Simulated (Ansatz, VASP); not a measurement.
One calculation of Re, two programs

Contents of INCAR:

```
ALGO = Normal
EDIFF = 1E-6
EDIFFG = -0.01
ENCUT = 600
GGA = PS
IBRION = 2
ISIF = 3
ISMEAR = -1
LASPH = T
LCHARG = F
LREAL = F
LWAVE = F
NELM = 100
NSW = 80
PREC = Accurate
SIGMA = 0.1
```

The input KPOINTS:

```
k-points
0
Gamma
  8 8 12
```

Contents of POSCAR:

```
Re
1.0
    4.3646887072      0.0000000000      0.0000000000
   -2.1823443536      3.7799313000      0.0000000000
    0.0000000000      0.0000000000      2.6755541775
Re
3
Direct
    0.0000000000      0.0000000000      0.0000000000
    0.3333333333      0.6666666667      0.5000000000
    0.6666666667      0.3333333333      0.5000000000
```

Input for Ansatz:

```yaml
crystal:
  lattice:
    - [4.3646887072, 0.0, 0.0]
    - [-2.1823443536, 3.7799313, 0.0]
    - [0.0, 0.0, 2.6755541775]
  atoms:
    - { symbol: Re, position: [0.0, 0.0, 0.0] }
    - { symbol: Re, position: [0.3333333333, 0.6666666667, 0.5] }
    - { symbol: Re, position: [0.6666666667, 0.3333333333, 0.5] }
hamiltonian:
  xc: pbesol
  pseudopotentials:
    kind: paw
    azcp:
      Re: "pseudopotentials/Re.paw.azcp"
basis:
  ecutwfc: 420
  fft_grid_basis: typed
kpoints:
  mp_grid: { grid: [8, 8, 12], shift: [0, 0, 0] }
magnetization:
  spin_polarized: false
scf:
  occupations: { method: fermi_dirac, width: 0.1 }
relax:
  max_steps: 60
  f_tol: 0.01
  cell: {}
```

Alike in both runs: task relaxation of cell and atoms; functional PBEsol; k mesh 8 × 8 × 12; occupations fermi-dirac, width 0.1 eV; no spin polarisation.

```csv
,VASP,Ansatz
version,VASP 6.6.1,Ansatz 0.2.0
potentials or method,"VASP PAW PBE potentials, release 64 (Re), cutoff 600 eV","plane waves (420 eV) with PAW, scalar-relativistic"
valence electrons in the cell,21,45
```

|  | VASP | Ansatz | Ansatz less VASP |
| --- | --- | --- | --- |
| relaxed volume (Å³/atom) | 14.78 | 14.79 | +0.005 |
| relaxed length of the cell vector where the two differ most in proportion (Å) | 2.720 | 2.718 | -0.0022 |

VASP's potentials were made for PBE, not for PBEsol, and Ansatz warns of the same on its side. VASP's potentials hold 21 valence electrons a cell and Ansatz's 45, so a difference there can come from the potentials and not from the codes.

Spin-orbit coupling is off throughout.
